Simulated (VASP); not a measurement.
# RbVF3 (Pm-3m) in VASP: single point with LDA+U

Aim: the single point of RbVF3 with LDA+U.

Program: VASP 6.6.1. These are calculated values, not measurements. Logs are shortened: lines on timing, memory, paths and dates and some standing lists are left out, and cuts for length are marked.

### Step 1. The cell of the first run

The structure is cubic, space group Pm-3m (No. 221). Conventional cell: a = 4.182 Å, b = 4.182 Å, c = 4.182 Å, α = 90.00°, β = 90.00°, γ = 90.00°. Rb (site symmetry m-3m) has 12 F at 2.96 Å and 8 V at 3.62 Å within 3.9 Å. Within 2.8 Å of V (site symmetry m-3m) lie 6 F at 2.09 Å. F (site symmetry 4/mmm) has 2 V at 2.09 Å within 2.8 Å.

### Step 2. Single point, LDA+U

The input, INCAR:

```
  PREC = Accurate
  ENCUT = 520
  EDIFF = 1E-6
  ISMEAR = 0
  SIGMA = 0.05
  LREAL = F
  LASPH = T
  NELM = 150
  ALGO = Normal
  ISIF = 2
  LWAVE = F
  LCHARG = F
  LMAXMIX = 4
  LDAU = T
  LDAUTYPE = 2
  LDAUL = -1 2 -1
  LDAUU = 0 4 0
  LDAUJ = 0 0 0
  LDAUPRINT = 1
  NBANDS = 30
```

The input, KPOINTS:

```
Automatic mesh
0
Gamma
  5 5 5
```

The input, POSCAR:

```
RbVF3
1.0
    4.1819996800      0.0000000000      0.0000000000
    0.0000000000      4.1819996800      0.0000000000
    0.0000000000      0.0000000000      4.1819996800
Rb V F
1 1 3
Direct
    0.0000000000      0.0000000000      0.0000000000
    0.5000000000      0.5000000000      0.5000000000
    0.5000000000      0.5000000000      0.0000000000
    0.0000000000      0.5000000000      0.5000000000
    0.5000000000      0.0000000000      0.5000000000
```

Potentials or basis: VASP PAW LDA potentials, release 64 (Rb_sv, V_sv, F).

Started as:

```bash
$ cat potpaw_LDA.64/Rb_sv/POTCAR potpaw_LDA.64/V_sv/POTCAR potpaw_LDA.64/F/POTCAR > POTCAR
$ mpirun -np 1 vasp_std > vasp.out
```

OUTCAR:

```text
PREC = Accurate
   ENCUT = 520
   EDIFF = 1E-6
   ISMEAR = 0
   LREAL = F
   LASPH = T
   NELM = 150
   ISIF = 2

 ion  position               nearest neighbor table
   1  0.000  0.000  0.000-   3 2.96   4 2.96   5 2.96   4 2.96   5 2.96   3 2.96   4 2.96   4 2.96
                             3 2.96   5 2.96   5 2.96   3 2.96   2 3.62   2 3.62   2 3.62   2 3.62
   2  0.500  0.500  0.500-   3 2.09   4 2.09   5 2.09   3 2.09   5 2.09   4 2.09   1 3.62   1 3.62
                             1 3.62   1 3.62   1 3.62   1 3.62   1 3.62   1 3.62
   3  0.500  0.500  0.000-   2 2.09   2 2.09   1 2.96   1 2.96   1 2.96   1 2.96
   4  0.000  0.500  0.500-   2 2.09   2 2.09   1 2.96   1 2.96   1 2.96   1 2.96
   5  0.500  0.000  0.500-   2 2.09   2 2.09   1 2.96   1 2.96   1 2.96   1 2.96

  LATTYP: Found a simple cubic cell.
 ALAT       =     4.1819996800

  Lattice vectors:

 A1 = (   4.1819996800,   0.0000000000,   0.0000000000)
 A2 = (   0.0000000000,   4.1819996800,   0.0000000000)
 A3 = (   0.0000000000,   0.0000000000,   4.1819996800)

Analysis of symmetry for initial positions (statically):
=====================================================================
 Subroutine PRICEL returns:
 Original cell was already a primitive cell.

 Routine SETGRP: Setting up the symmetry group for a
 simple cubic supercell.

 Subroutine GETGRP returns: Found 48 space group operations
 (whereof 48 operations were pure point group operations)
 out of a pool of 48 trial point group operations.

The static configuration has the point symmetry O_h .

Analysis of symmetry for dynamics (positions and initial velocities):
=====================================================================
 Subroutine PRICEL returns:
 Original cell was already a primitive cell.

 Routine SETGRP: Setting up the symmetry group for a
 simple cubic supercell.

 Subroutine GETGRP returns: Found 48 space group operations
 (whereof 48 operations were pure point group operations)
 out of a pool of 48 trial point group operations.

The dynamic configuration has the point symmetry O_h .

 Subroutine INISYM returns: Found 48 space group operations
 (whereof 48 operations are pure point group operations),
 and found     1 'primitive' translations

----------------------------------------------------------------------------------------

                                     Primitive cell

  volume of cell :      73.1395

  direct lattice vectors                    reciprocal lattice vectors
     4.181999680  0.000000000  0.000000000     0.239120057  0.000000000  0.000000000
     0.000000000  4.181999680  0.000000000     0.000000000  0.239120057  0.000000000
     0.000000000  0.000000000  4.181999680     0.000000000  0.000000000  0.239120057

  length of vectors
     4.181999680  4.181999680  4.181999680     0.239120057  0.239120057  0.239120057

  position of ions in fractional coordinates (direct lattice)
     0.000000000  0.000000000  0.000000000
     0.500000000  0.500000000  0.500000000
     0.500000000  0.500000000  0.000000000
     0.000000000  0.500000000  0.500000000
     0.500000000  0.000000000  0.500000000

  ion indices of the primitive-cell ions
   primitive index   ion index
                 1           1
                 2           2
                 3           3
                 4           4
                 5           5

----------------------------------------------------------------------------------------

 KPOINTS: Automatic mesh

Automatic generation of k-mesh.
[... 40 lines left out ...]
   NGXF,Y,Z  is equivalent  to a cutoff of  25.44, 25.44, 25.44 a.u.
 SYSTEM =  unknown system
   PREC   = accura    normal or accurate (medium, high low for compatibility)
   ISTART =      0    job   : 0-new  1-cont  2-samecut
   ICHARG =      2    charge: 1-file 2-atom 10-const
   ISPIN  =      1    spin polarized calculation?
   LNONCOLLINEAR =      F non collinear calculations
   LSORBIT =      F    spin-orbit coupling
   LASPH  =      T    aspherical Exc in radial PAW
   ENCUT  =  520.0 eV  38.22 Ry    6.18 a.u.   7.78  7.78  7.78*2*pi/ulx,y,z
   NELM   =    150;   NELMIN=  2; NELMDL= -5     # of ELM steps
   EDIFF  = 0.1E-05   stopping-criterion for ELM
   LREAL  =      F    real-space projection
   EDIFFG = 0.1E-04   stopping-criterion for IOM
   NSW    =      0    number of steps for IOM
   IBRION =     -1    ionic relax: 0-MD 1-quasi-New 2-CG
   NFREE  =      0    steps in history (QN), initial steepest desc. (CG)
   ISIF   =      2    stress and relaxation
   ISYM   =      2    0-nonsym 1-usesym 2-fastsym
   POTIM  = 0.5000    time-step for ionic-motion
   TEBEG  =    0.0;   TEEND  =   0.0 temperature during run
   PSTRESS=    0.0 pullay stress
   NELECT =      43.0000    total number of electrons
   NUPDOWN=      -1.0000    fix difference up-down
   EMIN   =  10.00;   EMAX   =-10.00  energy-range for DOS
   EFERMI =   0.00;   METHOD = LEGACY
   ISMEAR =     0;   SIGMA  =   0.05  broadening in eV -4-tet -1-fermi 0-gaus
   EFERMI_NEDOS =   21; number of points for ismear=-14 and -15
   IALGO  =     38    algorithm
   IMIX   =      4    mixing-type and parameters
     AMIX     =   0.40;   BMIX     =  1.00
     AMIX_MAG =   1.60;   BMIX_MAG =  1.00
  volume/ion in A,a.u.               =      14.63        98.71
  Fermi-wavevector in a.u.,A,eV,Ry     =   1.371451  2.591667 25.590900  1.880878
  Thomas-Fermi vector in A             =   2.497147
   LORBIT       =      0    0 simple, 1 ext, 2 COOP (PROOUT), +10 PAW based schemes
 LDA+U is selected, type is set to LDAUTYPE =  2
   angular momentum for each species LDAUL =    -1    2   -1
   U (eV)           for each species LDAUU =   0.0  4.0  0.0
   J (eV)           for each species LDAUJ =   0.0  0.0  0.0
   GGA     = CA    functional components
   LHFCALC =     F    Hartree Fock is set to
   AEXX    =    0.0000 exact exchange contribution
   IVDW    =     0    specifies the selected vdW correction
   LEPSILON=     F    determine dielectric tensor
   LRPA    =     F    only Hartree local field effects (RPA)
 non-spin polarized calculation
 Gauss-broadening in eV      SIGMA  =   0.05
  energy-cutoff  :      520.00
  volume of cell :       73.14
 maximum number of plane-waves:      1975
 NGX is ok and might be reduce to    32
   NGX = 15   NGY = 15   NGZ = 15

atom =   2  type =  2  l = 2

 onsite density matrix

spin component  1

  0.4546  0.0000 -0.0000  0.0000  0.0000
  0.0000  0.4546 -0.0000 -0.0000 -0.0000
 -0.0000 -0.0000  0.0858  0.0000 -0.0000
  0.0000 -0.0000  0.0000  0.4546  0.0000
  0.0000 -0.0000 -0.0000  0.0000  0.0858

spin component  2

  0.4546  0.0000 -0.0000  0.0000  0.0000
  0.0000  0.4546 -0.0000 -0.0000 -0.0000
 -0.0000 -0.0000  0.0858  0.0000 -0.0000
  0.0000 -0.0000  0.0000  0.4546  0.0000
  0.0000 -0.0000 -0.0000  0.0000  0.0858

 occupancies and eigenvectors

  o =  0.0858  v =  0.0000 -0.0000  0.0026  0.0000  1.0000  0.0000  0.0000  0.0000  0.0000  0.0000      0.0000  0.0000  0.0000  0.0000  0.0000  0.0000  0.0000  0.0000  0.0000  0.0000
  o =  0.0858  v =  0.0000  0.0000  0.0000  0.0000  0.0000  0.0000 -0.0000  0.0026  0.0000  1.0000      0.0000  0.0000  0.0000  0.0000  0.0000  0.0000  0.0000  0.0000  0.0000  0.0000
  o =  0.0858  v =  0.0000  0.0000  0.0000  0.0000  0.0000  0.0000  0.0000  1.0000  0.0000 -0.0026      0.0000  0.0000  0.0000  0.0000  0.0000  0.0000  0.0000  0.0000  0.0000  0.0000
  o =  0.0858  v =  0.0000  0.0000  1.0000  0.0000 -0.0026  0.0000  0.0000  0.0000  0.0000  0.0000      0.0000  0.0000  0.0000  0.0000  0.0000  0.0000  0.0000  0.0000  0.0000  0.0000
  o =  0.4546  v =  1.0000  0.0000  0.0000  0.0000  0.0000  0.0000  0.0000  0.0000  0.0000  0.0000      0.0000  0.0000  0.0000  0.0000  0.0000  0.0000  0.0000  0.0000  0.0000  0.0000
  o =  0.4546  v =  0.0000  0.0000  0.0000  0.0000  0.0000  1.0000  0.0000  0.0000  0.0000  0.0000      0.0000  0.0000  0.0000  0.0000  0.0000  0.0000  0.0000  0.0000  0.0000  0.0000
  o =  0.4546  v =  0.0000  0.0000  0.0000  0.0000  0.0000  0.0000  0.0421  0.0000 -0.9991  0.0000      0.0000  0.0000  0.0000  0.0000  0.0000  0.0000  0.0000  0.0000  0.0000  0.0000
  o =  0.4546  v =  0.0000  0.0421  0.0000 -0.9991  0.0000  0.0000  0.0000  0.0000  0.0000  0.0000      0.0000  0.0000  0.0000  0.0000  0.0000  0.0000  0.0000  0.0000  0.0000  0.0000
  o =  0.4546  v =  0.0000 -0.9991  0.0000 -0.0421 -0.0000  0.0000  0.0000  0.0000  0.0000  0.0000      0.0000  0.0000  0.0000  0.0000  0.0000  0.0000  0.0000  0.0000  0.0000  0.0000
  o =  0.4546  v =  0.0000  0.0000  0.0000  0.0000  0.0000  0.0000 -0.9991  0.0000 -0.0421 -0.0000      0.0000  0.0000  0.0000  0.0000  0.0000  0.0000  0.0000  0.0000  0.0000  0.0000

 number of electron      42.9999988 magnetization

 Free energy of the ion-electron system (eV)
  ---------------------------------------------------
  ext. energy  EPLUGINS =         0.00000000
  ---------------------------------------------------
  free energy    TOTEN  =       -26.12716727 eV

  energy without entropy =      -26.11981537  energy(sigma->0) =      -26.12349132

 E-fermi :   4.7236     XC(G=0): -10.5333

 val. band max:        4.6877652968   @ k =   0.4000   0.0000   0.0000
 cond. band min:       4.8207074276   @ k =   0.4000   0.2000   0.2000
 fundamental gap:      0.1329421309
 Fermi energy:         4.7235525693

 k-point     1 :       0.0000    0.0000    0.0000
  band No.  band energies     occupation
      1     -59.8081      2.00000
      2     -34.1304      2.00000
      3     -34.1304      2.00000
      4     -34.1304      2.00000
      5     -23.4029      2.00000
      6     -20.9241      2.00000
[... 319 lines left out ...]
     29      11.6612      0.00000
     30      12.0226      0.00000

------------------------ aborting loop because EDIFF is reached ----------------------------------------

  FORCE on cell =-STRESS in cart. coord.  units (eV):
  Direction    XX          YY          ZZ          XY          YZ          ZX
  --------------------------------------------------------------------------------------
  -------------------------------------------------------------------------------------
  Total       -3.3881468     -3.3881468     -3.3881468     -0.0000000     -0.0000000      0.0000000
  in kB      -74.2199763    -74.2199763    -74.2199763     -0.0000000     -0.0000000      0.0000000
  external PRESSURE =     -74.2199763 kB  Pullay stress =       0.0000000 kB

 VOLUME and BASIS-vectors are now :
 -----------------------------------------------------------------------------
  energy-cutoff  :      520.00
  volume of cell :       73.14
      direct lattice vectors                 reciprocal lattice vectors
     4.181999680  0.000000000  0.000000000     0.239120057  0.000000000  0.000000000
     0.000000000  4.181999680  0.000000000     0.000000000  0.239120057  0.000000000
     0.000000000  0.000000000  4.181999680     0.000000000  0.000000000  0.239120057

 POSITION                                       TOTAL-FORCE (eV/Angst)
 -----------------------------------------------------------------------------------
      0.00000      0.00000      0.00000         0.000000      0.000000      0.000000
      2.09100      2.09100      2.09100         0.000000      0.000000      0.000000
      2.09100      2.09100      0.00000         0.000000      0.000000      0.000000
      0.00000      2.09100      2.09100         0.000000      0.000000      0.000000
      2.09100      0.00000      2.09100         0.000000      0.000000      0.000000
 -----------------------------------------------------------------------------------
    total drift:                                0.000000     -0.000000     -0.000000

  FREE ENERGIE OF THE ION-ELECTRON SYSTEM (eV)
  ---------------------------------------------------
  free  energy   TOTEN  =       -26.1271672705 eV

  energy  without entropy=      -26.1198153699  energy(sigma->0) =      -26.12349132
```

It took 24 s on 1 thread of Intel Xeon 8259CL, shared host; peak memory 0.16 GiB.

What came out:

```
Free energy            : -26.1272 eV
Pressure               : -7.4 GPa
Band gap on the k mesh : zero (an odd number of electrons rules out a gap without spin polarisation)
```

Levels at points of the mesh, in eV from the Fermi level:
```
           k point  band 18  band 19  band 20  band 21  band 22  band 23  band 24  band 25  band 26  band 27
(0.00, 0.00, 0.00)    -6.63    -6.63    -6.63    -0.66    -0.66    -0.66     0.64     1.68     1.68     3.42
```

Eigenvalues of the final occupation matrices:
| site | spin | trace | eigenvalues |
| --- | --- | --- | --- |
| site 2 d | 1 | 1.54 | 0.09 0.09 0.45 0.45 0.45 |
| site 2 d | 2 | 1.54 | 0.09 0.09 0.45 0.45 0.45 |

Caveat: the cell stands under tension; an odd number of electrons without spin polarisation forces a metal; a magnetic or distorted state may lie lower; the run has no spin polarisation, though such a crystal can be magnetic; U without spin polarisation on a metal has little footing.

The gap in the log of VASP goes by the Fermi energy; the results here count the filled bands.